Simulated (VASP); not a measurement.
**TiB4: single point with PBE**

TiB4:

```
Ti B
1.0
     3.01588    0.00000    0.00000
     0.00000    3.23512    0.00000
     0.00000    0.00000    5.07337
Ti B
1 4
Direct
  0.00000 0.50000 0.00000
  0.50000 0.00000 0.82605
  0.00000 0.00000 0.33696
  0.00000 0.00000 0.66304
  0.50000 0.00000 0.17395
```

| Property | Result |
| --- | --- |
| Program | VASP 6.6.1 |
| Task | single point |
| Functional | PBE |
| Potentials or basis | VASP PAW PBE potentials, release 64 (Ti_sv, B) |
| Cutoff | 520 eV |
| k mesh | 6 × 4 × 4 |
| Occupations | gaussian, width 0.1 eV |
| Spin | no spin polarisation |
| Dipole correction | no |
| Further INCAR settings | ALGO = Normal; EDIFF = 1e-06; NBANDS = 20 |

```json
{
 "Pressure": "0.1 GPa",
 "Largest force": "0.009 eV/Å",
 "Band gap on the k mesh": "zero (band 12 reaches 6.29 eV, above the bottom of band 13 at 3.76 eV)"
}
```

Forces in eV/Å, atoms in the order of the input:
```
Ti   0.000  0.000  0.000
B    0.000  0.000 -0.009
B    0.000  0.000  0.003
B    0.000  0.000 -0.003
B    0.000  0.000  0.009
```

Stress tensor (GPa, compression positive):
```
 0.05  0.00  0.00
 0.00 -0.06  0.00
 0.00  0.00  0.26
```

Levels at points of the mesh, in eV from the Fermi level:
```
           k point  band 8  band 9  band 10  band 11  band 12  band 13  band 14  band 15  band 16  band 17
(0.00, 0.00, 0.00)   -1.73   -1.39    -0.87    -0.64    -0.34     0.72     2.21     3.53     4.28     5.61
(0.50, 0.00, 0.00)   -4.95   -4.03    -3.38    -1.72     0.51     1.55     2.48     2.69     3.73     5.66
(0.00, 0.50, 0.00)   -5.44   -2.75    -1.34    -1.00     1.16     1.57     2.32     2.61     3.05     3.27
(0.50, 0.50, 0.00)   -3.52   -3.31    -2.73    -1.99    -1.83    -1.28     2.91     2.98     4.03     4.72
(0.00, 0.00, 0.50)   -2.08   -1.58    -1.30    -0.88    -0.82     0.31     2.21     3.39     3.52     4.82
(0.50, 0.00, 0.50)   -6.75   -1.68    -1.40    -0.97    -0.09     0.46     1.31     3.62     5.24     5.51
(0.00, 0.50, 0.50)   -3.41   -2.77    -2.32    -1.60    -0.25    -0.12     2.29     2.62     4.05     4.48
(0.50, 0.50, 0.50)   -5.52   -2.25    -1.60    -1.54    -0.83    -0.72     0.06     3.03     4.95     5.13
```

It took 26 s on 1 thread of Intel(R) Xeon(R) Platinum 8375C CPU @ 2.90GHz (Ice Lake) (shared host), peak memory 0.17 GiB.

Caveat: the k points lie up to 0.49 Å⁻¹ apart.
